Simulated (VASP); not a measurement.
# TaN (Pm-3m) in VASP: single point with PBEsol

Aim: the single point of TaN with PBEsol.

All numbers are computed with VASP 6.6.1; they aren't measurements. Logs are shortened: lines on timing, memory, paths and dates and some standing lists are left out, and cuts for length are marked.

## Step 1: The cell of the first run

Symmetry: Pm-3m, No. 221, cubic system. The conventional cell has a = 2.745 Å, b = 2.745 Å, c = 2.745 Å, α = 90.00°, β = 90.00°, γ = 90.00°. Within 3.1 Å of Ta (site symmetry m-3m) lie 8 N at 2.38 Å and 6 Ta at 2.75 Å. Within 3.1 Å of N (site symmetry m-3m) lie 8 Ta at 2.38 Å and 6 N at 2.75 Å.

## Step 2: Single point, PBEsol

File INCAR:

```
PREC = Accurate ; ENCUT = 520
EDIFF = 1E-6 ; ISMEAR = 0
SIGMA = 0.15 ; LREAL = F
LASPH = T ; NELM = 100
ALGO = Normal ; ISIF = 2
LWAVE = F ; LCHARG = T
GGA = PS ; LELF = T
LVHAR = T ; NBANDS = 15
```

File KPOINTS:

```
Automatic mesh
0
Gamma
  20 20 20
```

File POSCAR:

```
TaN
1.0
   -0.9151226559      1.8302453118      1.8302453118
    1.8302453118     -0.9151226559      1.8302453118
    1.8302453118      1.8302453118     -0.9151226559
Ta N
1 1
Direct
    0.5000000000      0.5000000000      0.5000000000
    0.0000000000      0.0000000000      0.0000000000
```

Potentials or basis: VASP PAW PBE potentials, release 64 (Ta_pv, N).

On the command line:

```console
$ cat potpaw_PBE.64/Ta_pv/POTCAR potpaw_PBE.64/N/POTCAR > POTCAR
$ mpirun -np 1 vasp_std > vasp.out
```

OUTCAR:

```text
PREC = Accurate
   ENCUT = 520
   EDIFF = 1E-6
   ISMEAR = 0
   LREAL = F
   LASPH = T
   NELM = 100
   ISIF = 2
   GGA = PS

 ion  position               nearest neighbor table
   1  0.500  0.500  0.500-   2 2.38   2 2.38   2 2.38   2 2.38   2 2.38   2 2.38   2 2.38   2 2.38

   2  0.000  0.000  0.000-   1 2.38   1 2.38   1 2.38   1 2.38   1 2.38   1 2.38   1 2.38   1 2.38

  LATTYP: Found a simple cubic cell.
 ALAT       =     2.7453679677

  Lattice vectors:

 A1 = (  -0.9151226559,   1.8302453118,   1.8302453118)
 A2 = (   1.8302453118,  -0.9151226559,   1.8302453118)
 A3 = (   1.8302453118,   1.8302453118,  -0.9151226559)

Analysis of symmetry for initial positions (statically):
=====================================================================
 Subroutine PRICEL returns:
 Original cell was already a primitive cell.

 Routine SETGRP: Setting up the symmetry group for a
 simple cubic supercell.

 Subroutine GETGRP returns: Found 48 space group operations
 (whereof 48 operations were pure point group operations)
 out of a pool of 48 trial point group operations.

The static configuration has the point symmetry O_h .

Analysis of symmetry for dynamics (positions and initial velocities):
=====================================================================
 Subroutine PRICEL returns:
 Original cell was already a primitive cell.

 Routine SETGRP: Setting up the symmetry group for a
 simple cubic supercell.

 Subroutine GETGRP returns: Found 48 space group operations
 (whereof 48 operations were pure point group operations)
 out of a pool of 48 trial point group operations.

The dynamic configuration has the point symmetry O_h .

 Subroutine INISYM returns: Found 48 space group operations
 (whereof 48 operations are pure point group operations),
 and found     1 'primitive' translations

----------------------------------------------------------------------------------------

                                     Primitive cell

  volume of cell :      20.6920

  direct lattice vectors                    reciprocal lattice vectors
    -0.915122656  1.830245312  1.830245312    -0.121416632  0.242833265  0.242833265
     1.830245312 -0.915122656  1.830245312     0.242833265 -0.121416632  0.242833265
     1.830245312  1.830245312 -0.915122656     0.242833265  0.242833265 -0.121416632

  length of vectors
     2.745367968  2.745367968  2.745367968     0.364249897  0.364249897  0.364249897

  position of ions in fractional coordinates (direct lattice)
     0.500000000  0.500000000  0.500000000
     0.000000000  0.000000000  0.000000000

  ion indices of the primitive-cell ions
   primitive index   ion index
                 1           1
                 2           2

----------------------------------------------------------------------------------------

 KPOINTS: Automatic mesh

Automatic generation of k-mesh.
 Grid dimensions read from file:
 generate k-points for:   20   20   20

 Generating k-lattice:

  Cartesian coordinates                     Fractional coordinates (reciprocal lattice)
    -0.006070832  0.012141663  0.012141663     0.050000000  0.000000000  0.000000000
     0.012141663 -0.006070832  0.012141663     0.000000000  0.050000000  0.000000000
     0.012141663  0.012141663 -0.006070832     0.000000000  0.000000000  0.050000000

  Length of vectors
     0.018212495  0.018212495  0.018212495

  Shift w.r.t. Gamma in fractional coordinates (k-lattice)
     0.000000000  0.000000000  0.000000000

 Subroutine IBZKPT returns following result:
 ===========================================

 Found    286 irreducible k-points:

 Following reciprocal coordinates:
            Coordinates               Weight
  0.000000  0.000000  0.000000      1.000000
  0.050000  0.000000  0.000000      6.000000
  0.100000  0.000000  0.000000      6.000000
  0.150000  0.000000  0.000000      6.000000
  0.200000  0.000000  0.000000      6.000000
  0.250000  0.000000  0.000000      6.000000
[... 16 lines left out ...]
  0.150000  0.100000  0.000000     24.000000
  0.200000  0.100000  0.000000     24.000000
 [... further k-points ...]
   k-points           NKPTS =    286   k-points in BZ     NKDIM =    286   number of bands    NBANDS=     15
   number of dos      NEDOS =    301   number of ions     NIONS =      2
   total plane-waves  NPLWV =   8000
   dimension x,y,z NGX =    20 NGY =   20 NGZ =   20
   dimension x,y,z NGXF=    40 NGYF=   40 NGZF=   40
   ions per type =               1   1
   NGX,Y,Z   is equivalent  to a cutoff of  12.11, 12.11, 12.11 a.u.
   NGXF,Y,Z  is equivalent  to a cutoff of  24.22, 24.22, 24.22 a.u.
 SYSTEM =  unknown system
   PREC   = accura    normal or accurate (medium, high low for compatibility)
   ISTART =      0    job   : 0-new  1-cont  2-samecut
   ICHARG =      2    charge: 1-file 2-atom 10-const
   ISPIN  =      1    spin polarized calculation?
   LNONCOLLINEAR =      F non collinear calculations
   LSORBIT =      F    spin-orbit coupling
   LASPH  =      T    aspherical Exc in radial PAW
   ENCUT  =  520.0 eV  38.22 Ry    6.18 a.u.   5.10  5.10  5.10*2*pi/ulx,y,z
   NELM   =    100;   NELMIN=  2; NELMDL= -5     # of ELM steps
   EDIFF  = 0.1E-05   stopping-criterion for ELM
   LREAL  =      F    real-space projection
   EDIFFG = 0.1E-04   stopping-criterion for IOM
   NSW    =      0    number of steps for IOM
   IBRION =     -1    ionic relax: 0-MD 1-quasi-New 2-CG
   NFREE  =      0    steps in history (QN), initial steepest desc. (CG)
   ISIF   =      2    stress and relaxation
   ISYM   =      2    0-nonsym 1-usesym 2-fastsym
   POTIM  = 0.5000    time-step for ionic-motion
   TEBEG  =    0.0;   TEEND  =   0.0 temperature during run
   PSTRESS=    0.0 pullay stress
   NELECT =      16.0000    total number of electrons
   NUPDOWN=      -1.0000    fix difference up-down
   EMIN   =  10.00;   EMAX   =-10.00  energy-range for DOS
   EFERMI =   0.00;   METHOD = LEGACY
   ISMEAR =     0;   SIGMA  =   0.15  broadening in eV -4-tet -1-fermi 0-gaus
   EFERMI_NEDOS =   21; number of points for ismear=-14 and -15
   IALGO  =     38    algorithm
   IMIX   =      4    mixing-type and parameters
     AMIX     =   0.40;   BMIX     =  1.00
     AMIX_MAG =   1.60;   BMIX_MAG =  1.00
  volume/ion in A,a.u.               =      10.35        69.82
  Fermi-wavevector in a.u.,A,eV,Ry     =   1.502615  2.839530 30.719922  2.257851
  Thomas-Fermi vector in A             =   2.613832
   LORBIT       =      0    0 simple, 1 ext, 2 COOP (PROOUT), +10 PAW based schemes
   GGA     = PS    functional components
   LHFCALC =     F    Hartree Fock is set to
   AEXX    =    0.0000 exact exchange contribution
   IVDW    =     0    specifies the selected vdW correction
   LEPSILON=     F    determine dielectric tensor
   LRPA    =     F    only Hartree local field effects (RPA)
 non-spin polarized calculation
 Gauss-broadening in eV      SIGMA  =   0.15
  energy-cutoff  :      520.00
  volume of cell :       20.69
 maximum number of plane-waves:       587
   NGX = 11   NGY = 11   NGZ = 11

 number of electron      16.0000010 magnetization

 Free energy of the ion-electron system (eV)
  ---------------------------------------------------
  ext. energy  EPLUGINS =         0.00000000
  ---------------------------------------------------
  free energy    TOTEN  =       -22.22258456 eV

  energy without entropy =      -22.21550060  energy(sigma->0) =      -22.21904258

 E-fermi :   9.0134     XC(G=0): -13.8089

 val. band max:        9.0107157387   @ k =   0.4500   0.3000   0.2500
 cond. band min:       9.0152223771   @ k =   0.2500   0.2500   0.2000
 fundamental gap:      0.0045066384
 Fermi energy:         9.0134387108

 k-point     1 :       0.0000    0.0000    0.0000
  band No.  band energies     occupation
      1     -25.9728      2.00000
      2     -25.9728      2.00000
      3     -25.9728      2.00000
      4      -9.1133      2.00000
      5       4.3509      2.00000
      6       4.3509      2.00000
      7       6.4816      2.00000
      8       6.4816      2.00000
      9       6.4816      2.00000
     10      11.4421      0.00000
     11      13.0530      0.00000
     12      13.0530      0.00000
     13      13.0530      0.00000
     14      21.9480      0.00000
     15      26.7826      0.00000

 k-point     2 :       0.0500    0.0000    0.0000
  band No.  band energies     occupation
      1     -26.0074      2.00000
      2     -25.9697      2.00000
      3     -25.9697      2.00000
      4      -9.0602      2.00000
      5       4.2850      2.00000
      6       4.3761      2.00000
      7       6.4269      2.00000
      8       6.4269      2.00000
      9       6.4665      2.00000
     10      11.6259      0.00000
     11      13.0665      0.00000
     12      13.0821      0.00000
     13      13.0821      0.00000
     14      21.9480      0.00000
     15      26.2669      0.00000

 k-point     3 :       0.1000    0.0000    0.0000
  band No.  band energies     occupation
      1     -26.1069      2.00000
      2     -25.9609      2.00000
      3     -25.9609      2.00000
      4      -8.9052      2.00000
      5       4.0048      2.00000
      6       4.4501      2.00000
      7       6.2710      2.00000
      8       6.2710      2.00000
      9       6.5742      2.00000
     10      12.1034      0.00000
     11      13.1055      0.00000
     12      13.1667      0.00000
     13      13.1667      0.00000
     14      21.9479      0.00000
     15      25.1536      0.00000
[... 343 lines left out ...]
 k-point    23 :       0.1500    0.1000    0.0000
  band No.  band energies     occupation
      1     -26.2464      2.00000
      2     -26.0767      2.00000
      3     -25.9355      2.00000
      4      -8.4796      2.00000
      5       3.5152      2.00000
      6       4.2286      2.00000
      7       5.7556      2.00000
      8       5.9488      2.00000
      9       7.5896      2.00000
     10      12.1725      0.00000
     11      12.5149      0.00000
     12      13.9050      0.00000
     13      14.1593      0.00000
     14      21.9477      0.00000
     15      24.1684      0.00000

 k-point    24 :       0.2000    0.1000    0.0000
  band No.  band energies     occupation
      1     -26.4306      2.00000
      2     -26.0583      2.00000
      3     -25.9183      2.00000
      4      -8.1792      2.00000
      5       2.7655      2.00000
      6       4.3399      2.00000
      7       5.7277      2.00000
      8       5.8147      2.00000
      9       8.1529      2.00000
     10      12.3421      0.00000
     11      12.4519      0.00000
     12      14.0823      0.00000
     13      14.6727      0.00000
     14      21.9474      0.00000
     15      23.1162      0.00000

 [... further k-points ...]

------------------------ aborting loop because EDIFF is reached ----------------------------------------

  FORCE on cell =-STRESS in cart. coord.  units (eV):
  Direction    XX          YY          ZZ          XY          YZ          ZX
  --------------------------------------------------------------------------------------
  -------------------------------------------------------------------------------------
  Total       -0.9419430     -0.9419430     -0.9419430     -0.0000000     -0.0000000     -0.0000000
  in kB      -72.9345863    -72.9345863    -72.9345863     -0.0000000     -0.0000000     -0.0000000
  external PRESSURE =     -72.9345863 kB  Pullay stress =       0.0000000 kB

 VOLUME and BASIS-vectors are now :
 -----------------------------------------------------------------------------
  energy-cutoff  :      520.00
  volume of cell :       20.69
      direct lattice vectors                 reciprocal lattice vectors
    -0.915122656  1.830245312  1.830245312    -0.121416632  0.242833265  0.242833265
     1.830245312 -0.915122656  1.830245312     0.242833265 -0.121416632  0.242833265
     1.830245312  1.830245312 -0.915122656     0.242833265  0.242833265 -0.121416632

 POSITION                                       TOTAL-FORCE (eV/Angst)
 -----------------------------------------------------------------------------------
      1.37268      1.37268      1.37268         0.000000      0.000000      0.000000
      0.00000      0.00000      0.00000        -0.000000     -0.000000     -0.000000
 -----------------------------------------------------------------------------------
    total drift:                                0.000000     -0.000000      0.000000

  FREE ENERGIE OF THE ION-ELECTRON SYSTEM (eV)
  ---------------------------------------------------
  free  energy   TOTEN  =       -22.2225845639 eV

  energy  without entropy=      -22.2155006020  energy(sigma->0) =      -22.21904258
```

Wall time 22 s (1 thread of Intel Xeon 6975P-C (Granite Rapids), shared host); peak memory 0.2 GiB.

What came out:

* Free energy: -22.2226 eV
* Pressure: -7.3 GPa
* Band gap on the k mesh: zero (band 8 reaches 15.29 eV, above the bottom of band 9 at 6.47 eV)

Caveat: the PAW data sets were made with another functional, which shifts forces and pressure a little; spin-orbit coupling is left out, which moves the levels of the heavy elements.
